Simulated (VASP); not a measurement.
A run of VASP 6.6.1:

Contents of INCAR:

```
SYSTEM = ZnO
PREC = Accurate
ENCUT = 520
EDIFF = 1E-6
ISMEAR = -1
SIGMA = 0.02
LREAL = .FALSE.
LASPH = .TRUE.
NELM = 80
ALGO = Normal
ISIF = 2
LWAVE = .FALSE.
LCHARG = .FALSE.
GGA = CA
NBANDS = 26
```

KPOINTS

```
regular mesh
0
G
  11 11 6
  0 0 0
```

POSCAR

```
ZnO
1.0
    3.3468806856      0.0000000000      0.0000000000
   -1.6734403428      2.8984836972      0.0000000000
    0.0000000000      0.0000000000      5.2038000000
Zn O
2 2
Direct
    0.3333333333      0.6666666667      0.0000000000
    0.6666666667      0.3333333333      0.5000000000
    0.3333333333      0.6666666667      0.3821000000
    0.6666666667      0.3333333333      0.8821000000
```

Potentials or basis: VASP PAW LDA potentials, release 64 (Zn, O).

Run with:

```bash
$ cat potpaw_LDA.64/Zn/POTCAR potpaw_LDA.64/O/POTCAR > POTCAR
$ mpirun -np 1 vasp_std > vasp.out
```

Hardware: 1 thread of Intel Xeon 8259CL, on a shared host.

Q: Estimate the wall time of this run.

A: Run time: 3.3 min on 1 thread of Intel Xeon 8259CL, with other jobs on the host, peak memory 0.2 GiB. Counts: scf iterations 15, k points 64.
